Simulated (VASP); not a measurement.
# K2Rb7LiAg2Br12 (P1) in VASP: single point with PBE

Aim: the single point of K2Rb7LiAg2Br12 with PBE.

Everything below comes from runs of VASP 6.6.1. Logs are shortened: lines on timing, memory, paths and dates and some standing lists are left out, and cuts for length are marked.

### Step 1. The cell of the first run

The typed cell holds 24 atoms: a = 9.518 Å, b = 9.765 Å, c = 11.685 Å, α = 89.71°, β = 90.90°, γ = 120.89°.

### Step 2. Single point, PBE

INCAR

```
  PREC = Accurate
  ENCUT = 520
  EDIFF = 1E-6
  ISMEAR = 0
  SIGMA = 0.1
  LREAL = Auto
  LASPH = True
  NELM = 60
  ALGO = Normal
  ISIF = 2
  LWAVE = False
  LCHARG = False
  GGA = PE
  ISYM = 0
  NBANDS = 113
```

KPOINTS

```
Automatic mesh
0
Gamma
  2 2 2
  0.5 0.5 0.5
```

POSCAR

```
K2Rb7LiAg2Br12
1.0
   -6.6263204698     -6.8319785214     -0.0758465643
   -0.0122778094      6.9201028952      6.8897637797
   -6.6737847396      6.8035962270     -6.7609793021
Li K Br Rb Ag
1 2 12 7 2
Direct
    0.9952227873      0.4877329027      0.8900608372
    0.8257080810      0.1647727295      0.6615242217
    0.3015361909      0.1490163471      0.6993136119
    0.1490416591      0.3537955864      0.8348360346
    0.6915732862      0.3413424114      0.8459954394
    0.4728412883      0.4458092414      0.5255183098
   -0.0033070762      0.4937555010      0.5006522245
    0.4222092368      0.7136341096      0.2159743407
    0.8383171687      0.6794545543      0.1672364516
    0.1531680335      0.7793821500      0.8423116637
    0.7340719468      0.8708330915      0.8597623600
    0.4785753420      1.0239299900      0.5293356171
    0.9402402992     -0.0225680822      0.4753542717
    0.2758937803      0.1383924827      0.1333682607
    0.8421110128      0.1689656072      0.1620347442
    0.4969551804      0.9880091272      0.0040007931
    0.6536972962      0.3251501248      0.3321897852
    0.1738371211      0.3390140610      0.3311313390
    0.4977430823      0.5115545325      0.0022306693
    0.8285445972      0.6655509726      0.6622592359
    0.3587544848      0.6756092827      0.6554646438
    0.1732966992      0.8367634790      0.3348043125
    0.9407303685      0.9740146517      0.0596759574
    0.7418834033      0.8735243806      0.2832514870
```

Potentials or basis: VASP PAW PBE potentials, release 64 (Li_sv, K_sv, Br, Rb_sv, Ag).

On the command line:

```sh
> cat potpaw_PBE.64/Li_sv/POTCAR potpaw_PBE.64/K_sv/POTCAR potpaw_PBE.64/Br/POTCAR potpaw_PBE.64/Rb_sv/POTCAR potpaw_PBE.64/Ag/POTCAR > POTCAR
> mpirun -np 1 vasp_std > vasp.out
```

OUTCAR:

```text
PREC = Accurate
   ENCUT = 520
   EDIFF = 1E-6
   ISMEAR = 0
   LREAL = Auto
   LASPH = True
   NELM = 60
   ISIF = 2
   GGA = PE
   ISYM = 0

 ion  position               nearest neighbor table
   1  0.995  0.488  0.890-   4 2.50  10 2.51   5 2.53  20 3.91  21 4.07
   2  0.826  0.165  0.662-  12 3.22  21 4.56  17 4.72
   3  0.302  0.149  0.699-   6 3.22  12 3.24  20 4.57  16 4.62  19 4.66
   4  0.149  0.354  0.835-   1 2.50  19 3.43  21 3.45
   5  0.692  0.341  0.846-   1 2.53  20 3.48  16 3.50  19 3.58
   6  0.473  0.446  0.526-   3 3.22  20 3.32  21 3.33  18 3.33  17 3.42
   7  0.997  0.494  0.501-  17 3.40  18 3.44  20 3.44  21 3.44  22 3.47
   8  0.422  0.714  0.216-  24 2.72  16 3.44  18 3.46  22 3.47  19 3.49
   9  0.838  0.679  0.167-  23 2.82  24 2.85  22 3.34  19 3.36  17 3.55
  10  0.153  0.779  0.842-   1 2.51  16 3.38  20 3.39  21 3.44
  11  0.734  0.871  0.860-  23 2.86  16 3.47  19 3.48  20 3.48  21 3.86
  12  0.479  0.024  0.529-   2 3.22   3 3.24  21 3.33  22 3.37  17 3.43
  13  0.940  0.977  0.475-  24 2.75  20 3.44  18 3.50  22 3.57
  14  0.276  0.138  0.133-  23 2.86  16 3.49  18 3.49  22 3.50  19 3.50  17 3.83
  15  0.842  0.169  0.162-  23 2.80  24 2.90  18 3.33  16 3.35  17 3.53
  16  0.497  0.988  0.004-  15 3.35  10 3.38   8 3.44  11 3.47  14 3.49   5 3.50  23 4.33  24 4.44
                             3 4.62  19 4.66  22 4.72  17 4.76  21 4.84  19 5.11
  17  0.654  0.325  0.332-   7 3.40   6 3.42  12 3.43  15 3.53   9 3.55  14 3.83  22 4.61  18 4.64
                             2 4.72  16 4.76  19 4.79  20 4.79  18 4.88  22 4.90
  18  0.174  0.339  0.331-  15 3.33   6 3.33   7 3.44   8 3.46  14 3.49  13 3.50  24 4.32  23 4.41
                            17 4.64  19 4.70  21 4.72  22 4.86  17 4.88  22 4.90
  19  0.498  0.512  0.002-   9 3.36   4 3.43  11 3.48   8 3.49  14 3.50   5 3.58  23 4.36  24 4.49
                             3 4.66  16 4.66  18 4.70  21 4.76  17 4.79  20 4.84  16 5.11
  20  0.829  0.666  0.662-   6 3.32  10 3.39   7 3.44  13 3.44   5 3.48  11 3.48   1 3.91  21 4.52
                             3 4.57  22 4.79  17 4.79  19 4.84  21 5.00
  21  0.359  0.676  0.655-  12 3.33   6 3.33  10 3.44   7 3.44   4 3.45  11 3.86   1 4.07  20 4.52
                             2 4.56  22 4.71  18 4.72  19 4.76  16 4.84  20 5.00
  22  0.173  0.837  0.335-   9 3.34  12 3.37   8 3.47   7 3.47  14 3.50  13 3.57  24 4.33  23 4.45
                            17 4.61  21 4.71  16 4.72  20 4.79  18 4.86  18 4.90  17 4.90
  23  0.941  0.974  0.060-  15 2.80   9 2.82  14 2.86  11 2.86  24 3.10  16 4.33  19 4.36  18 4.41
                            22 4.45
  24  0.742  0.874  0.283-   8 2.72  13 2.75   9 2.85  15 2.90  23 3.10  18 4.32  22 4.33  16 4.44
                            19 4.49

IMPORTANT INFORMATION: All symmetrisations will be switched off!
NOSYMM: (Re-)initialisation of all symmetry stuff for point group C_1.

----------------------------------------------------------------------------------------

                                     Primitive cell

  volume of cell :     931.8438

  direct lattice vectors                    reciprocal lattice vectors
    -6.626320470 -6.831978521 -0.075846564    -0.100512381 -0.049432972  0.049471533
    -0.012277809  6.920102895  6.889763780    -0.050123092  0.047533964  0.097310256
    -6.673784740  6.803596227 -6.760979302    -0.049950270  0.048993953 -0.049298712

  length of vectors
     9.517867733  9.765081657 11.684997454     0.122449132  0.119336030  0.085590887

  position of ions in fractional coordinates (direct lattice)
     0.995222787  0.487732903  0.890060837
     0.825708081  0.164772730  0.661524222
     0.301536191  0.149016347  0.699313612
     0.149041659  0.353795586  0.834836035
     0.691573286  0.341342411  0.845995439
     0.472841288  0.445809241  0.525518310
[... 16 lines left out ...]
     0.940730368  0.974014652  0.059675957
     0.741883403  0.873524381  0.283251487

  ion indices of the primitive-cell ions
   primitive index   ion index
                 1           1
                 2           2
                 3           3
                 4           4
                 5           5
                 6           6
[... 16 lines left out ...]
                23          23
                24          24

----------------------------------------------------------------------------------------

 KPOINTS: Automatic mesh

Automatic generation of k-mesh.
 Grid dimensions read from file:
 generate k-points for:    2    2    2

 Generating k-lattice:

  Cartesian coordinates                     Fractional coordinates (reciprocal lattice)
    -0.050256190 -0.024716486  0.024735767     0.500000000 -0.000000000 -0.000000000
    -0.025061546  0.023766982  0.048655128     0.000000000  0.500000000  0.000000000
    -0.024975135  0.024496977 -0.024649356     0.000000000  0.000000000  0.500000000

  Length of vectors
     0.061224566  0.059668015  0.042795444

  Shift w.r.t. Gamma in fractional coordinates (k-lattice)
     0.500000000  0.500000000  0.500000000

 Subroutine IBZKPT returns following result:
 ===========================================

 Found      4 irreducible k-points:

 Following reciprocal coordinates:
            Coordinates               Weight
  0.250000  0.250000  0.250000      2.000000
 -0.250000  0.250000  0.250000      2.000000
  0.250000 -0.250000  0.250000      2.000000
 -0.250000 -0.250000  0.250000      2.000000
   k-points           NKPTS =      4   k-points in BZ     NKDIM =      4   number of bands    NBANDS=    113
   number of dos      NEDOS =    301   number of ions     NIONS =     24
   total plane-waves  NPLWV = 518400
   dimension x,y,z NGX =    72 NGY =   80 NGZ =   90
   dimension x,y,z NGXF=   144 NGYF=  160 NGZF=  180
   ions per type =               1   2  12   7   2
   NGX,Y,Z   is equivalent  to a cutoff of  12.58, 13.62, 12.80 a.u.
   NGXF,Y,Z  is equivalent  to a cutoff of  25.15, 27.24, 25.61 a.u.
 SYSTEM =  unknown system
   PREC   = accura    normal or accurate (medium, high low for compatibility)
   ISTART =      0    job   : 0-new  1-cont  2-samecut
   ICHARG =      2    charge: 1-file 2-atom 10-const
   ISPIN  =      1    spin polarized calculation?
   LNONCOLLINEAR =      F non collinear calculations
   LSORBIT =      F    spin-orbit coupling
   LASPH  =      T    aspherical Exc in radial PAW
   ENCUT  =  520.0 eV  38.22 Ry    6.18 a.u.  17.70 18.16 21.73*2*pi/ulx,y,z
   NELM   =     60;   NELMIN=  2; NELMDL= -5     # of ELM steps
   EDIFF  = 0.1E-05   stopping-criterion for ELM
   LREAL  =      T    real-space projection
   EDIFFG = 0.1E-04   stopping-criterion for IOM
   NSW    =      0    number of steps for IOM
   IBRION =     -1    ionic relax: 0-MD 1-quasi-New 2-CG
   NFREE  =      0    steps in history (QN), initial steepest desc. (CG)
   ISIF   =      2    stress and relaxation
   ISYM   =      0    0-nonsym 1-usesym 2-fastsym
   POTIM  = 0.5000    time-step for ionic-motion
   TEBEG  =    0.0;   TEEND  =   0.0 temperature during run
   PSTRESS=    0.0 pullay stress
   NELECT =     190.0000    total number of electrons
   NUPDOWN=      -1.0000    fix difference up-down
   EMIN   =  10.00;   EMAX   =-10.00  energy-range for DOS
   EFERMI =   0.00;   METHOD = LEGACY
   ISMEAR =     0;   SIGMA  =   0.10  broadening in eV -4-tet -1-fermi 0-gaus
   EFERMI_NEDOS =   21; number of points for ismear=-14 and -15
   IALGO  =     38    algorithm
   IMIX   =      4    mixing-type and parameters
     AMIX     =   0.40;   BMIX     =  1.00
     AMIX_MAG =   1.60;   BMIX_MAG =  1.00
  volume/ion in A,a.u.               =      38.83       262.02
  Fermi-wavevector in a.u.,A,eV,Ry     =   0.963559  1.820863 12.632274  0.928446
  Thomas-Fermi vector in A             =   2.093115
   LORBIT       =      0    0 simple, 1 ext, 2 COOP (PROOUT), +10 PAW based schemes
   GGA     = PE    functional components
   LHFCALC =     F    Hartree Fock is set to
   AEXX    =    0.0000 exact exchange contribution
   IVDW    =     0    specifies the selected vdW correction
   LEPSILON=     F    determine dielectric tensor
   LRPA    =     F    only Hartree local field effects (RPA)
 non-spin polarized calculation
 Gauss-broadening in eV      SIGMA  =   0.10
  energy-cutoff  :      520.00
  volume of cell :      931.84
 maximum number of plane-waves:     25112
 NGX is ok and might be reduce to    70
   NGX = 35   NGY = 37   NGZ = 43

 number of electron     190.0000004 magnetization

 Free energy of the ion-electron system (eV)
  ---------------------------------------------------
  ext. energy  EPLUGINS =         0.00000000
  ---------------------------------------------------
  free energy    TOTEN  =       -71.18800546 eV

  energy without entropy =      -71.18800546  energy(sigma->0) =      -71.18800546

 E-fermi :  -0.4845     XC(G=0):  -7.1799

 val. band max:       -0.9445549989   @ k =   0.2500  -0.2500   0.2500
 cond. band min:       2.2924601755   @ k =  -0.2500   0.2500   0.2500
 fundamental gap:      3.2370151744
 Fermi energy:        -0.4845262119

 k-point     1 :       0.2500    0.2500    0.2500
  band No.  band energies     occupation
      1     -45.9475      2.00000
      2     -29.9928      2.00000
      3     -29.6406      2.00000
      4     -26.3956      2.00000
      5     -26.3339      2.00000
      6     -26.2153      2.00000
[... 99 lines left out ...]
    106       4.9441      0.00000
    107       5.0076      0.00000

 k-point     2 :      -0.2500    0.2500    0.2500
  band No.  band energies     occupation
      1     -45.9475      2.00000
      2     -29.9928      2.00000
      3     -29.6406      2.00000
      4     -26.3956      2.00000
      5     -26.3339      2.00000
      6     -26.2153      2.00000
[... 99 lines left out ...]
    106       4.8415      0.00000
    107       4.9508      0.00000

 k-point     3 :       0.2500   -0.2500    0.2500
  band No.  band energies     occupation
      1     -45.9475      2.00000
      2     -29.9928      2.00000
      3     -29.6406      2.00000
      4     -26.3956      2.00000
      5     -26.3339      2.00000
      6     -26.2153      2.00000
[... 99 lines left out ...]
    106       4.8756      0.00000
    107       4.9167      0.00000

 k-point     4 :      -0.2500   -0.2500    0.2500
  band No.  band energies     occupation
      1     -45.9475      2.00000
      2     -29.9928      2.00000
      3     -29.6406      2.00000
      4     -26.3956      2.00000
      5     -26.3339      2.00000
      6     -26.2153      2.00000
[... 99 lines left out ...]
    106       4.9369      0.00000
    107       4.9914      0.00000
 [bands above 107 left out]

------------------------ aborting loop because EDIFF is reached ----------------------------------------

  FORCE on cell =-STRESS in cart. coord.  units (eV):
  Direction    XX          YY          ZZ          XY          YZ          ZX
  --------------------------------------------------------------------------------------
  -------------------------------------------------------------------------------------
  Total        0.8700015      1.2848438      1.2876291     -0.0555819      0.2544080      0.0294200
  in kB        1.4958480      2.2091122      2.2139012     -0.0955655      0.4374195      0.0505836
  external PRESSURE =       1.9729538 kB  Pullay stress =       0.0000000 kB

 VOLUME and BASIS-vectors are now :
 -----------------------------------------------------------------------------
  energy-cutoff  :      520.00
  volume of cell :      931.84
      direct lattice vectors                 reciprocal lattice vectors
    -6.626320470 -6.831978521 -0.075846564    -0.100512381 -0.049432972  0.049471533
    -0.012277809  6.920102895  6.889763780    -0.050123092  0.047533964  0.097310256
    -6.673784740  6.803596227 -6.760979302    -0.049950270  0.048993953 -0.049298712

 POSITION                                       TOTAL-FORCE (eV/Angst)
 -----------------------------------------------------------------------------------
    -12.54073      2.63144     -2.73280         0.006835      0.010842      0.008614
     -9.88830     -0.00023     -3.39993        -0.006324     -0.003617      0.003754
     -6.66697      3.72897     -3.72423        -0.014685     -0.016681     -0.010082
     -6.56346      7.10994     -3.21805         0.004402      0.008998      0.001520
    -10.23277      3.39312     -3.42044         0.001253      0.001333     -0.005539
     -6.64587      3.43002     -0.51736         0.009495      0.004556     -0.005035
[... 16 lines left out ...]
     -6.64380      0.71924      6.23591         0.005435      0.007952     -0.012457
     -6.81704      2.90348      4.04705        -0.012376     -0.005883      0.026626
 -----------------------------------------------------------------------------------
    total drift:                               -0.007806     -0.006965     -0.007665

  FREE ENERGIE OF THE ION-ELECTRON SYSTEM (eV)
  ---------------------------------------------------
  free  energy   TOTEN  =       -71.1880054648 eV

  energy  without entropy=      -71.1880054648  energy(sigma->0) =      -71.18800546
```

Run time: 23 min. Hardware: 1 thread of Intel Xeon 8259CL, shared host; peak memory 1.2 GiB.

Results:

```
Free energy            : -71.1880 eV
Largest force          : 0.036 eV/Å
Band gap on the k mesh : 3.24 eV
```

Forces on the atoms (eV/Å):
```
Li   0.007  0.011  0.009
K   -0.006 -0.004  0.004
K   -0.015 -0.017 -0.010
Br   0.004  0.009  0.002
Br   0.001  0.001 -0.006
Br   0.009  0.005 -0.005
Br  -0.010  0.004  0.004
Br  -0.026 -0.008 -0.008
Br   0.003  0.011  0.022
Br   0.000 -0.004 -0.001
Br  -0.027  0.003  0.006
Br   0.001  0.017  0.002
Br   0.035 -0.007 -0.005
Br   0.017  0.004  0.010
Br  -0.003 -0.021 -0.029
Rb  -0.010  0.009  0.006
Rb   0.008 -0.011  0.011
Rb   0.010  0.006  0.006
Rb  -0.012 -0.004 -0.019
Rb  -0.001 -0.013 -0.003
Rb   0.007  0.007 -0.003
Rb   0.013  0.000 -0.006
Ag   0.005  0.008 -0.012
Ag  -0.012 -0.006  0.027
```

Levels at points of the mesh, in eV from the valence-band top:
```
           k point  band 92  band 93  band 94  band 95  band 96  band 97  band 98  band 99
(0.25, 0.25, 0.25)    -0.56    -0.31    -0.19    -0.03     3.56     4.24     4.60     5.00
```

Caveat: the cutoff is under 1.25 times the usual one of these potentials, so pressure, stress and relaxed cells hold a basis-set (Pulay) error; a shifted mesh leaves out Γ, where band edges can lie. A k mesh can miss the band edges.
